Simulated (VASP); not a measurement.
# Ir3O in VASP: further runs, part 2 of 2

VASP 6.6.1.

### Step 3. Single point, PBE

Contents of INCAR:

```
PREC = Accurate ; ENCUT = 520
EDIFF = 1E-6 ; ISMEAR = 0
SIGMA = 0.1 ; LREAL = F
LASPH = T ; NELM = 60
ALGO = Normal ; ISIF = 2
LWAVE = F ; LCHARG = F
LDIPOL = T ; IDIPOL = 3
DIPOL = 0.5 0.5 0.360 ; GGA = PE
NBANDS = 24
```

Contents of KPOINTS:

```
Automatic mesh
0
Gamma
  12 12 1
```

Contents of POSCAR:

```
Ir3O
1.0
    2.7367600872      0.0000000000      0.0000000000
   -1.3683800436      2.3701037596      0.0000000000
    0.0000000000      0.0000000000     19.8425800730
Ir O
3 1
Direct
    0.6666666667      0.3333333333      0.2015866881
    0.3333333333      0.6666666667      0.3110139949
    0.0000000000      0.0000000000      0.4204382718
    0.0000000000      0.1666666667      0.5075057754
```

Potentials or basis: VASP PAW PBE potentials, release 64 (Ir, O).

On the command line:

```sh
$ cat potpaw_PBE.64/Ir/POTCAR potpaw_PBE.64/O/POTCAR > POTCAR
$ mpirun -np 1 vasp_std > vasp.out
```

OUTCAR:

```text
PREC = Accurate
   ENCUT = 520
   EDIFF = 1E-6
   ISMEAR = 0
   LREAL = F
   LASPH = T
   NELM = 60
   ISIF = 2
   GGA = PE

 ion  position               nearest neighbor table
   1  0.667  0.333  0.202-   2 2.69   2 2.69   2 2.69
   2  0.333  0.667  0.311-   3 2.69   3 2.69   3 2.69   1 2.69   1 2.69   1 2.69
   3  0.000  0.000  0.420-   4 1.79   2 2.69   2 2.69   2 2.69
   4  0.000  0.167  0.508-   3 1.79

  LATTYP: Found a hexagonal cell.
 ALAT       =     2.7367600872
 C/A-ratio  =     7.2503907689

  Lattice vectors:

 A1 = (   2.7367600872,   0.0000000000,   0.0000000000)
 A2 = (  -1.3683800436,   2.3701037596,   0.0000000000)
 A3 = (   0.0000000000,   0.0000000000,  19.8425800730)

Analysis of symmetry for initial positions (statically):
=====================================================================
 Subroutine PRICEL returns:
 Original cell was already a primitive cell.

 Routine SETGRP: Setting up the symmetry group for a
 hexagonal supercell.

 Subroutine GETGRP returns: Found  1 space group operations
 (whereof  1 operations were pure point group operations)
 out of a pool of 24 trial point group operations.

The static configuration has the point symmetry C_1 .

Analysis of symmetry for dynamics (positions and initial velocities):
=====================================================================
 Subroutine PRICEL returns:
 Original cell was already a primitive cell.

 Routine SETGRP: Setting up the symmetry group for a
 hexagonal supercell.

 Subroutine GETGRP returns: Found  1 space group operations
 (whereof  1 operations were pure point group operations)
 out of a pool of 24 trial point group operations.

The dynamic configuration has the point symmetry C_1 .

 Subroutine INISYM returns: Found  1 space group operations
 (whereof  1 operations are pure point group operations),
 and found     1 'primitive' translations

----------------------------------------------------------------------------------------

[... 123 lines left out ...]
   AEXX    =    0.0000 exact exchange contribution
   IVDW    =     0    specifies the selected vdW correction
   LEPSILON=     F    determine dielectric tensor
   LRPA    =     F    only Hartree local field effects (RPA)
 non-spin polarized calculation
 Gauss-broadening in eV      SIGMA  =   0.10
  energy-cutoff  :      520.00
  volume of cell :      128.71
 maximum number of plane-waves:      3499
   NGX = 11   NGY = 11   NGZ = 73

 dipolmoment           0.000000      0.000000     -0.147021 electrons x Angstroem

 number of electron      33.0000000 magnetization

 dipolmoment           0.000000      0.000000      0.088341 electrons x Angstroem

 Free energy of the ion-electron system (eV)
  ---------------------------------------------------
  ext. energy  EPLUGINS =         0.00000000
  ---------------------------------------------------
  free energy    TOTEN  =       -29.96289950 eV

  energy without entropy =      -29.94447367  energy(sigma->0) =      -29.95368659

 E-fermi :  -0.6308     XC(G=0):  -6.1807

 val. band max:       -0.6323871360   @ k =   0.3333  -0.0000   0.0000
 cond. band min:      -0.6261901706   @ k =   0.1667   0.0833   0.0000
 fundamental gap:      0.0061969654
 Fermi energy:        -0.6308494077

 k-point     1 :       0.0000    0.0000    0.0000
  band No.  band energies     occupation
      1     -19.3575      2.00000
      2     -10.7689      2.00000
      3      -8.9448      2.00000
      4      -8.3659      2.00000
      5      -6.0666      2.00000
      6      -4.6718      2.00000
[... 637 lines left out ...]
     23       6.0159      0.00000
     24       7.3362      0.00000

 [... further k-points ...]

------------------------ aborting loop because EDIFF is reached ----------------------------------------

 vacuum level on the upper side and lower side of the slab       (xc-potential included)         1.189        -1.210

  FORCE on cell =-STRESS in cart. coord.  units (eV):
  Direction    XX          YY          ZZ          XY          YZ          ZX
  --------------------------------------------------------------------------------------
  -------------------------------------------------------------------------------------
  Total        0.1041362     -0.3689809      3.6374385     -0.0107929     -1.0831116      0.6170381
  in kB        1.2963142     -4.5931675     45.2797496     -0.1343530    -13.4828462      7.6810450
  external PRESSURE =      13.9942988 kB  Pullay stress =       0.0000000 kB

 VOLUME and BASIS-vectors are now :
 -----------------------------------------------------------------------------
  energy-cutoff  :      520.00
  volume of cell :      128.71
      direct lattice vectors                 reciprocal lattice vectors
     2.736760087  0.000000000  0.000000000     0.365395566  0.210961228  0.000000000
    -1.368380044  2.370103760  0.000000000     0.000000000  0.421922456  0.000000000
     0.000000000  0.000000000 19.842580073     0.000000000  0.000000000  0.050396672

 POSITION                                       TOTAL-FORCE (eV/Angst)
 -----------------------------------------------------------------------------------
      1.36838      0.79003      4.00000         0.075205     -0.114637     -0.609876
     -0.00000      1.58007      6.17132         0.132637     -0.217696     -0.009571
      0.00000      0.00000      8.34258        -0.920421      1.520581      0.037541
     -0.22806      0.39502     10.07022         0.712579     -1.188249      0.581905
 -----------------------------------------------------------------------------------
    total drift:                               -0.000217      0.000338      0.000818

  FREE ENERGIE OF THE ION-ELECTRON SYSTEM (eV)
  ---------------------------------------------------
  free  energy   TOTEN  =       -29.9628995031 eV

  energy  without entropy=      -29.9444736685  energy(sigma->0) =      -29.95368659

 vacuum level on the upper side and lower side of the slab         7.390         4.922
```

OSZICAR:

```text
N       E                     dE             d eps       ncg     rms          rms(c)
DAV:   1     0.335079876419E+03    0.33508E+03   -0.13531E+04  3552   0.118E+03
DAV:   2     0.151227422462E+01   -0.33357E+03   -0.29688E+03  3592   0.357E+02
DAV:   3    -0.338261146729E+02   -0.35338E+02   -0.32607E+02  5240   0.109E+02
[... 19 lines left out ...]
DAV:  23    -0.299628783897E+02   -0.23161E-04   -0.19623E-05  4368   0.284E-02    0.143E-02
DAV:  24    -0.299628905561E+02   -0.12166E-04   -0.47379E-06  4144   0.140E-02    0.157E-02
DAV:  25    -0.299628953815E+02   -0.48254E-05   -0.14750E-06  3080   0.889E-03    0.130E-02
DAV:  26    -0.299628988641E+02   -0.34826E-05   -0.13694E-06  2896   0.810E-03    0.797E-03
DAV:  27    -0.299628995031E+02   -0.63892E-06   -0.43999E-07  3136   0.525E-03
   1 F= -.29962900E+02 E0= -.29953687E+02  d E =-.184258E-01
```

stdout:

```text
POSCAR found type information on POSCAR IrO
 POSCAR found :  2 types and       4 ions
 scaLAPACK will be used
 LDA part: xc-table for (Slater+PW92), standard interpolation
 POSCAR, INCAR and KPOINTS ok, starting setup
 FFT: planning ... GRIDC
 FFT: planning ... GRID_SOFT
 FFT: planning ... GRID
 WAVECAR not read
 entering main loop
```

Run time: 4.3 min. Hardware: 1 thread of Intel Xeon Platinum 8488C (Sapphire Rapids), shared host; peak memory 0.36 GiB.

What came out:

- Free energy: -29.9629 eV
- Largest force: 1.778 eV/Å
- Band gap on the k mesh: zero (an odd number of electrons rules out a gap without spin polarisation)

Forces in eV/Å, atoms in the order of the input:
```
Ir   0.075 -0.115 -0.610
Ir   0.133 -0.218 -0.010
Ir  -0.920  1.521  0.038
O    0.713 -1.188  0.582
```

Caveat: spin-orbit coupling is left out, which moves the levels of the heavy elements.

### Step 4. Single point, PBE

Contents of INCAR:

```
ALGO = Normal
DIPOL = 0.5 0.5 0.357
EDIFF = 1E-6
ENCUT = 520
GGA = PE
IDIPOL = 3
ISIF = 2
ISMEAR = 0
LASPH = T
LCHARG = F
LDIPOL = T
LREAL = F
LWAVE = F
NBANDS = 24
NELM = 100
PREC = Accurate
SIGMA = 0.1
```

Contents of KPOINTS:

```
k-points
0
Gamma
  12 12 1
```

Edit POSCAR of step 3 so:

```diff
@@ -11,2 +11,2 @@
     0.0000000000      0.0000000000      0.4204382718
-    0.0000000000      0.1666666667      0.5075057754
+    0.1666666667      0.6666666667      0.4930526974
```

On the command line:

```sh
$ cat potpaw_PBE.64/Ir/POTCAR potpaw_PBE.64/O/POTCAR > POTCAR
$ mpirun -np 1 vasp_std > vasp.out
```

Wall time 5.3 min (1 thread of Intel Xeon Platinum 8488C (Sapphire Rapids), shared host); peak memory 0.36 GiB.

It converged, with:

```yaml
Free_energy: -29.9261 eV
Largest_force: 1.272 eV/Å
Band_gap_on_the_k_mesh: zero (an odd number of electrons rules out a gap without spin polarisation)
```

Forces on the atoms (eV/Å):
```
Ir  -0.019  0.074 -0.266
Ir   0.222  0.049 -0.496
Ir  -0.882  0.785  0.471
O    0.680 -0.908  0.292
```

Levels at points of the mesh, in eV from the Fermi level:
```csv
k point,band 13,band 14,band 15,band 16,band 17,band 18,band 19,band 20
"(0.00, 0.00, 0.00)",-2.96,-2.29,-1.43,-1.18,-1.03,-0.49,-0.27,0.20
"(0.50, 0.00, 0.00)",-0.66,-0.45,0.36,0.46,0.85,1.36,1.51,2.35
"(0.00, 0.50, 0.00)",-1.02,-0.35,0.25,0.40,0.87,1.01,1.45,2.52
"(0.50, 0.50, 0.00)",-0.69,-0.30,0.25,0.66,0.84,0.96,1.46,2.43
```

Caveat: spin-orbit coupling is left out, which moves the levels of the heavy elements.

### Step 5. Single point, PBE

Contents of INCAR:

```
SYSTEM = Ir3O
PREC = Accurate
ENCUT = 520
EDIFF = 1E-7
ISMEAR = 0
SIGMA = 0.1
LREAL = .FALSE.
LASPH = .TRUE.
NELM = 60
ALGO = Normal
ISIF = 2
LWAVE = .FALSE.
LCHARG = .FALSE.
LDIPOL = .TRUE.
IDIPOL = 3
DIPOL = 0.5 0.5 0.357
GGA = PE
NBANDS = 24
```

Contents of KPOINTS:

```
Automatic mesh
0
G
  12 12 1
  0 0 0
```

Edit POSCAR of step 4 so:

```diff
@@ -11,2 +11,2 @@
     0.0000000000      0.0000000000      0.4204382718
-    0.1666666667      0.6666666667      0.4930526974
+    0.5000000000      0.3333333333      0.4933402626
```

On the command line:

```sh
$ cat potpaw_PBE.64/Ir/POTCAR potpaw_PBE.64/O/POTCAR > POTCAR
$ mpirun -np 1 vasp_std > vasp.out
```

It took 6.2 min on 1 thread of Intel Xeon Platinum 8488C (Sapphire Rapids), shared host; peak memory 0.36 GiB.

The run converged. Its results:

```
Free energy            : -30.0461 eV
Largest force          : 1.725 eV/Å
Band gap on the k mesh : zero (an odd number of electrons rules out a gap without spin polarisation)
```

Forces in eV/Å, atoms in the order of the input:
```
Ir  -0.228 -0.019 -0.360
Ir  -0.161 -0.080 -0.512
Ir  -0.970 -0.925  0.588
O    1.359  1.024  0.284
```

Levels at points of the mesh, in eV from the Fermi level:
```tsv
k point	band 12	band 13	band 14	band 15	band 16	band 17	band 18	band 19	band 20	band 21
(0.00, 0.00, 0.00)	-3.04	-2.97	-2.11	-1.67	-1.08	-0.77	-0.38	-0.15	0.19	0.53
(0.50, 0.00, 0.00)	-2.24	-0.58	-0.12	0.36	0.74	0.86	1.08	1.50	2.53	3.29
(0.00, 0.50, 0.00)	-1.91	-0.70	-0.21	0.33	0.39	0.87	1.34	1.52	2.42	3.30
(0.50, 0.50, 0.00)	-1.72	-0.46	-0.25	0.37	0.55	0.87	1.45	1.87	2.20	3.33
```

Caveat: spin-orbit coupling is left out, which moves the levels of the heavy elements.

### Step 6. Overview

| cell | gap on the mesh (eV) | largest force (eV/Å) |
| --- | --- | --- |
| as given, atomic positions A | none | 1.14 |
| as given, atomic positions B | none | 1.78 |
| as given, atomic positions C | none | 1.27 |
| as given, atomic positions D | none | 1.73 |

Alike in all rows: task single point; level PBE; potentials or basis VASP PAW PBE potentials, release 64 (Ir, O); no spin polarisation; k mesh 12 × 12 × 1; cutoff (eV) 520; smearing gaussian 0.1 eV.

Caveats: spin-orbit coupling is left out, which moves the levels of the heavy elements.

Total energies depend on the potentials used, so only differences within one code and one set of settings carry meaning.

The gap in the log of VASP goes by the Fermi energy; the results here count the filled bands.